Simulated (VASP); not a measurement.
# ScIrS3 (Pm-3m) in VASP: notebook

The runs below take ScIrS3 through single point, with PBE.

All numbers are computed with VASP 6.6.1; they aren't measurements. Logs are shortened: lines on timing, memory, paths and dates and some standing lists are left out, and cuts for length are marked.

## 1. The cell of the first run

The structure is cubic, space group Pm-3m (No. 221). Conventional cell: a = 4.600 Å, b = 4.600 Å, c = 4.600 Å, α = 90.00°, β = 90.00°, γ = 90.00°. Within 4.3 Å of Sc (site symmetry m-3m) lie 12 S at 3.25 Å and 8 Ir at 3.98 Å. Within 3.0 Å of Ir (site symmetry m-3m) lie 6 S at 2.30 Å. S (site symmetry 4/mmm) has 2 Ir at 2.30 Å within 3.0 Å.

## 2. Single point, PBE, collinear spin, ferromagnetic start

INCAR reads:

```
PREC = Accurate
ENCUT = 520
EDIFF = 1E-6
ISMEAR = 0
SIGMA = 0.1
LREAL = False
LASPH = True
NELM = 150
ALGO = Normal
ISIF = 2
LWAVE = False
LCHARG = False
ISPIN = 2
MAGMOM = 0 1 0 0 0
LORBIT = 11
LMAXMIX = 4
GGA = PE
NBANDS = 31
```

KPOINTS reads:

```
Automatic mesh
0
Gamma
  4 4 4
```

POSCAR reads:

```
ScIrS3
1.0
    4.5996743400      0.0000000000      0.0000000000
    0.0000000000      4.5996743400      0.0000000000
    0.0000000000      0.0000000000      4.5996743400
Sc Ir S
1 1 3
Direct
    0.5000000000      0.5000000000      0.5000000000
    0.0000000000      0.0000000000      0.0000000000
    0.5000000000      0.0000000000      0.0000000000
    0.0000000000      0.5000000000      0.0000000000
    0.0000000000      0.0000000000      0.5000000000
```

Potentials or basis: VASP PAW PBE potentials, release 64 (Sc_sv, Ir, S).

On the command line:

```bash
> cat potpaw_PBE.64/Sc_sv/POTCAR potpaw_PBE.64/Ir/POTCAR potpaw_PBE.64/S/POTCAR > POTCAR
> mpirun -np 1 vasp_std > vasp.out
```

OUTCAR:

```text
PREC = Accurate
   ENCUT = 520
   EDIFF = 1E-6
   ISMEAR = 0
   LREAL = False
   LASPH = True
   NELM = 150
   ISIF = 2
   ISPIN = 2
   LORBIT = 11
   GGA = PE

 ion  position               nearest neighbor table
   1  0.500  0.500  0.500-
   2  0.000  0.000  0.000-   3 2.30   4 2.30   5 2.30   5 2.30   4 2.30   3 2.30
   3  0.500  0.000  0.000-   2 2.30   2 2.30
   4  0.000  0.500  0.000-   2 2.30   2 2.30
   5  0.000  0.000  0.500-   2 2.30   2 2.30

  LATTYP: Found a simple cubic cell.
 ALAT       =     4.5996743400

  Lattice vectors:

 A1 = (   4.5996743400,   0.0000000000,   0.0000000000)
 A2 = (   0.0000000000,   4.5996743400,   0.0000000000)
 A3 = (   0.0000000000,   0.0000000000,   4.5996743400)

Analysis of symmetry for initial positions (statically):
=====================================================================
 Subroutine PRICEL returns:
 Original cell was already a primitive cell.

 Routine SETGRP: Setting up the symmetry group for a
 simple cubic supercell.

 Subroutine GETGRP returns: Found 48 space group operations
 (whereof 48 operations were pure point group operations)
 out of a pool of 48 trial point group operations.

The static configuration has the point symmetry O_h .

Analysis of symmetry for dynamics (positions and initial velocities):
=====================================================================
 Subroutine PRICEL returns:
 Original cell was already a primitive cell.

 Routine SETGRP: Setting up the symmetry group for a
 simple cubic supercell.

 Subroutine GETGRP returns: Found 48 space group operations
 (whereof 48 operations were pure point group operations)
 out of a pool of 48 trial point group operations.

The dynamic configuration has the point symmetry O_h .

Analysis of structural, dynamic, and magnetic symmetry:
=====================================================================
 Subroutine PRICEL returns:
 Original cell was already a primitive cell.

 Routine SETGRP: Setting up the symmetry group for a
 simple cubic supercell.

 Subroutine GETGRP returns: Found 48 space group operations
 (whereof 48 operations were pure point group operations)
 out of a pool of 48 trial point group operations.

The overall configuration has the point symmetry O_h .

 Subroutine INISYM returns: Found 48 space group operations
 (whereof 48 operations are pure point group operations),
 and found     1 'primitive' translations

----------------------------------------------------------------------------------------

                                     Primitive cell

  volume of cell :      97.3153

  direct lattice vectors                    reciprocal lattice vectors
     4.599674340  0.000000000  0.000000000     0.217406696  0.000000000  0.000000000
     0.000000000  4.599674340  0.000000000     0.000000000  0.217406696  0.000000000
     0.000000000  0.000000000  4.599674340     0.000000000  0.000000000  0.217406696

  length of vectors
     4.599674340  4.599674340  4.599674340     0.217406696  0.217406696  0.217406696

  position of ions in fractional coordinates (direct lattice)
     0.500000000  0.500000000  0.500000000
     0.000000000  0.000000000  0.000000000
     0.500000000  0.000000000  0.000000000
     0.000000000  0.500000000  0.000000000
     0.000000000  0.000000000  0.500000000

  ion indices of the primitive-cell ions
   primitive index   ion index
                 1           1
                 2           2
                 3           3
                 4           4
                 5           5

----------------------------------------------------------------------------------------

 KPOINTS: Automatic mesh

Automatic generation of k-mesh.
 Grid dimensions read from file:
 generate k-points for:    4    4    4

 Generating k-lattice:

  Cartesian coordinates                     Fractional coordinates (reciprocal lattice)
     0.054351674  0.000000000  0.000000000     0.250000000  0.000000000  0.000000000
     0.000000000  0.054351674  0.000000000     0.000000000  0.250000000  0.000000000
     0.000000000  0.000000000  0.054351674     0.000000000  0.000000000  0.250000000

  Length of vectors
     0.054351674  0.054351674  0.054351674

  Shift w.r.t. Gamma in fractional coordinates (k-lattice)
     0.000000000  0.000000000  0.000000000

 Subroutine IBZKPT returns following result:
 ===========================================

 Found     10 irreducible k-points:

 Following reciprocal coordinates:
            Coordinates               Weight
  0.000000  0.000000  0.000000      1.000000
  0.250000  0.000000  0.000000      6.000000
  0.500000  0.000000  0.000000      3.000000
  0.250000  0.250000  0.000000     12.000000
  0.500000  0.250000  0.000000     12.000000
  0.500000  0.500000  0.000000      3.000000
  0.250000  0.250000  0.250000      8.000000
  0.500000  0.250000  0.250000     12.000000
  0.500000  0.500000  0.250000      6.000000
  0.500000  0.500000  0.500000      1.000000
   k-points           NKPTS =     10   k-points in BZ     NKDIM =     10   number of bands    NBANDS=     31
   number of dos      NEDOS =    301   number of ions     NIONS =      5
   total plane-waves  NPLWV =  46656
   dimension x,y,z NGX =    36 NGY =   36 NGZ =   36
   dimension x,y,z NGXF=    72 NGYF=   72 NGZF=   72
   ions per type =               1   1   3
   NGX,Y,Z   is equivalent  to a cutoff of  13.01, 13.01, 13.01 a.u.
   NGXF,Y,Z  is equivalent  to a cutoff of  26.02, 26.02, 26.02 a.u.
 SYSTEM =  unknown system
   PREC   = accura    normal or accurate (medium, high low for compatibility)
   ISTART =      0    job   : 0-new  1-cont  2-samecut
   ICHARG =      2    charge: 1-file 2-atom 10-const
   ISPIN  =      2    spin polarized calculation?
   LNONCOLLINEAR =      F non collinear calculations
   LSORBIT =      F    spin-orbit coupling
   LASPH  =      T    aspherical Exc in radial PAW
   ENCUT  =  520.0 eV  38.22 Ry    6.18 a.u.   8.55  8.55  8.55*2*pi/ulx,y,z
   NELM   =    150;   NELMIN=  2; NELMDL= -5     # of ELM steps
   EDIFF  = 0.1E-05   stopping-criterion for ELM
   LREAL  =      F    real-space projection
   EDIFFG = 0.1E-04   stopping-criterion for IOM
   NSW    =      0    number of steps for IOM
   IBRION =     -1    ionic relax: 0-MD 1-quasi-New 2-CG
   NFREE  =      0    steps in history (QN), initial steepest desc. (CG)
   ISIF   =      2    stress and relaxation
   ISYM   =      2    0-nonsym 1-usesym 2-fastsym
   POTIM  = 0.5000    time-step for ionic-motion
   TEBEG  =    0.0;   TEEND  =   0.0 temperature during run
   PSTRESS=    0.0 pullay stress
   NELECT =      38.0000    total number of electrons
   NUPDOWN=      -1.0000    fix difference up-down
   EMIN   =  10.00;   EMAX   =-10.00  energy-range for DOS
   EFERMI =   0.00;   METHOD = LEGACY
   ISMEAR =     0;   SIGMA  =   0.10  broadening in eV -4-tet -1-fermi 0-gaus
   EFERMI_NEDOS =   21; number of points for ismear=-14 and -15
   IALGO  =     38    algorithm
   IMIX   =      4    mixing-type and parameters
     AMIX     =   0.40;   BMIX     =  1.00
     AMIX_MAG =   1.60;   BMIX_MAG =  1.00
  volume/ion in A,a.u.               =      19.46       131.34
  Fermi-wavevector in a.u.,A,eV,Ry     =   1.196581  2.261211 19.480920  1.431807
  Thomas-Fermi vector in A             =   2.332518
   LORBIT       =     11    0 simple, 1 ext, 2 COOP (PROOUT), +10 PAW based schemes
   GGA     = PE    functional components
   LHFCALC =     F    Hartree Fock is set to
   AEXX    =    0.0000 exact exchange contribution
   IVDW    =     0    specifies the selected vdW correction
   LEPSILON=     F    determine dielectric tensor
   LRPA    =     F    only Hartree local field effects (RPA)
 spin polarized calculation
 Gauss-broadening in eV      SIGMA  =   0.10
  energy-cutoff  :      520.00
  volume of cell :       97.32
 maximum number of plane-waves:      2657
 NGX is ok and might be reduce to    36
   NGX = 17   NGY = 17   NGZ = 17

 number of electron      37.9999993 magnetization       0.1640920

 Free energy of the ion-electron system (eV)
  ---------------------------------------------------
  ext. energy  EPLUGINS =         0.00000000
  ---------------------------------------------------
  free energy    TOTEN  =       -28.03334537 eV

  energy without entropy =      -27.99693745  energy(sigma->0) =      -28.01514141

 E-fermi :   5.6121     XC(G=0): -10.3872

 val. band max:        5.5915239566   @ k =   0.5000   0.5000   0.5000
 cond. band min:       5.6392201224   @ k =   0.5000   0.2500   0.0000
 fundamental gap:      0.0476961657
 Fermi energy:         5.6121353205

 spin component 1

 k-point     1 :       0.0000    0.0000    0.0000
  band No.  band energies     occupation
      1     -45.5194      1.00000
      2     -24.0657      1.00000
      3     -24.0657      1.00000
      4     -24.0657      1.00000
      5      -9.0183      1.00000
      6      -7.0436      1.00000
[... 329 lines left out ...]
     30      12.5351      0.00000
     31      14.7246      0.00000
 Fermi energy:         5.6121353205

 spin component 2

 k-point     1 :       0.0000    0.0000    0.0000
  band No.  band energies     occupation
      1     -45.5085      1.00000
      2     -24.0546      1.00000
      3     -24.0546      1.00000
      4     -24.0546      1.00000
      5      -9.0039      1.00000
      6      -7.0261      1.00000
[... 329 lines left out ...]
     30      12.5467      0.00000
     31      14.7356      0.00000

------------------------ aborting loop because EDIFF is reached ----------------------------------------

  FORCE on cell =-STRESS in cart. coord.  units (eV):
  Direction    XX          YY          ZZ          XY          YZ          ZX
  --------------------------------------------------------------------------------------
  -------------------------------------------------------------------------------------
  Total        2.2597381      2.2597381      2.2597381      0.0000000      0.0000000      0.0000000
  in kB       37.2038113     37.2038113     37.2038113      0.0000000      0.0000000      0.0000000
  external PRESSURE =      37.2038113 kB  Pullay stress =       0.0000000 kB

 VOLUME and BASIS-vectors are now :
 -----------------------------------------------------------------------------
  energy-cutoff  :      520.00
  volume of cell :       97.32
      direct lattice vectors                 reciprocal lattice vectors
     4.599674340  0.000000000  0.000000000     0.217406696  0.000000000  0.000000000
     0.000000000  4.599674340  0.000000000     0.000000000  0.217406696  0.000000000
     0.000000000  0.000000000  4.599674340     0.000000000  0.000000000  0.217406696

 POSITION                                       TOTAL-FORCE (eV/Angst)
 -----------------------------------------------------------------------------------
      2.29984      2.29984      2.29984         0.000000      0.000000      0.000000
      0.00000      0.00000      0.00000         0.000000      0.000000      0.000000
      2.29984      0.00000      0.00000         0.000000      0.000000      0.000000
      0.00000      2.29984      0.00000         0.000000      0.000000      0.000000
      0.00000      0.00000      2.29984         0.000000      0.000000      0.000000
 -----------------------------------------------------------------------------------
    total drift:                                0.000000      0.000000      0.000000

  FREE ENERGIE OF THE ION-ELECTRON SYSTEM (eV)
  ---------------------------------------------------
  free  energy   TOTEN  =       -28.0333453691 eV

  energy  without entropy=      -27.9969374457  energy(sigma->0) =      -28.01514141

 total charge

# of ion       s       p       d       tot
------------------------------------------
    1        2.102   6.007   0.869   8.978
    2        0.652   0.722   7.264   8.638
    3        1.353   2.341   0.000   3.695
    4        1.353   2.341   0.000   3.695
    5        1.353   2.341   0.000   3.695
--------------------------------------------------
tot          6.814  13.753   8.132  28.699

 magnetization (x)

# of ion       s       p       d       tot
------------------------------------------
    1        0.000   0.001   0.011   0.012
    2        0.005   0.000   0.091   0.096
    3        0.001   0.008   0.000   0.009
    4        0.001   0.008   0.000   0.009
    5        0.001   0.008   0.000   0.009
--------------------------------------------------
tot          0.008   0.026   0.103   0.137
```

It used 240 s of CPU time on 1 thread of AMD EPYC 7R13 Processor (Zen 3), with other jobs on the host.

What came out:

- Free energy: -28.0333 eV
- Pressure: 3.7 GPa
- Net moment: 0.16 μB per cell
- Site moments: Sc +0.01; Ir +0.10; S +0.01 μB
- Valence electrons inside the program's atomic spheres: Sc 8.98; Ir 8.64; S 3.69

Caveat: spin-orbit coupling is left out, which moves the levels of the heavy elements.

## 3. Single point, PBE, collinear spin, ferromagnetic start

This run uses another cell than the first one, of 19.97 Å³/atom, 1.026 times its volume.

INCAR reads:

```
SYSTEM = ScIrS3
ALGO = Normal ; EDIFF = 1E-6
ENCUT = 520 ; GGA = PE
ISIF = 2 ; ISMEAR = 0
ISPIN = 2 ; LASPH = .True.
LCHARG = .False. ; LMAXMIX = 4
LORBIT = 11 ; LREAL = .False.
LWAVE = .False. ; MAGMOM = 0.02 0.13 0.02 0.02 0.02
NBANDS = 31 ; NELM = 150
PREC = Accurate ; SIGMA = 0.1
```

KPOINTS reads:

```
k-points
0
Gamma
  8 8 8
  0 0 0
```

POSCAR: that of step 2 with these lines changed.

```diff
@@ -2,5 +2,5 @@
 1.0
-    4.5996743400      0.0000000000      0.0000000000
-    0.0000000000      4.5996743400      0.0000000000
-    0.0000000000      0.0000000000      4.5996743400
+    4.6394999793      0.0000000000      0.0000000000
+    0.0000000000      4.6394999793      0.0000000000
+    0.0000000000      0.0000000000      4.6394999793
 Sc Ir S
```

Potentials or basis: VASP PAW PBE potentials, release 64 (Sc_sv, Ir, S).

On the command line:

```bash
> cat potpaw_PBE.64/Sc_sv/POTCAR potpaw_PBE.64/Ir/POTCAR potpaw_PBE.64/S/POTCAR > POTCAR
> mpirun -np 1 vasp_std > vasp.out
```

It used 750 s of CPU time on 1 thread of AMD EPYC 7R13 Processor (Zen 3), on a shared host.

The run converged. Its results:

* Free energy: -28.0696 eV
* Pressure: 0.3 GPa
* Band gap on the k mesh: zero (filled and empty bands overlap)
* Net moment: 0.00 μB per cell
* Valence electrons inside the program's atomic spheres: Sc 8.96; Ir 8.54; S 3.69

Levels at points of the mesh, in eV from the Fermi level:
Spin up:
```tsv
k point	band 16	band 17	band 18	band 19	band 20	band 21	band 22	band 23
(0.00, 0.00, 0.00)	-1.57	-1.05	-1.05	-0.84	-0.84	-0.84	0.58	0.70
(0.50, 0.00, 0.00)	-1.29	-1.29	-0.87	0.32	0.32	0.82	0.85	1.03
(0.50, 0.50, 0.00)	-0.45	-0.33	-0.14	-0.10	-0.10	1.18	1.22	1.66
(0.50, 0.50, 0.50)	-0.01	0.03	0.03	0.03	0.99	0.99	0.99	1.05
```
Spin down:
```csv
k point,band 16,band 17,band 18,band 19,band 20,band 21,band 22,band 23
"(0.00, 0.00, 0.00)",-1.57,-1.05,-1.05,-0.84,-0.84,-0.84,0.58,0.70
"(0.50, 0.00, 0.00)",-1.29,-1.29,-0.87,0.32,0.32,0.82,0.85,1.03
"(0.50, 0.50, 0.00)",-0.45,-0.33,-0.14,-0.10,-0.10,1.18,1.22,1.66
"(0.50, 0.50, 0.50)",-0.01,0.03,0.03,0.03,0.99,0.99,0.99,1.05
```

Caveat: spin-orbit coupling is left out, which moves the levels of the heavy elements.
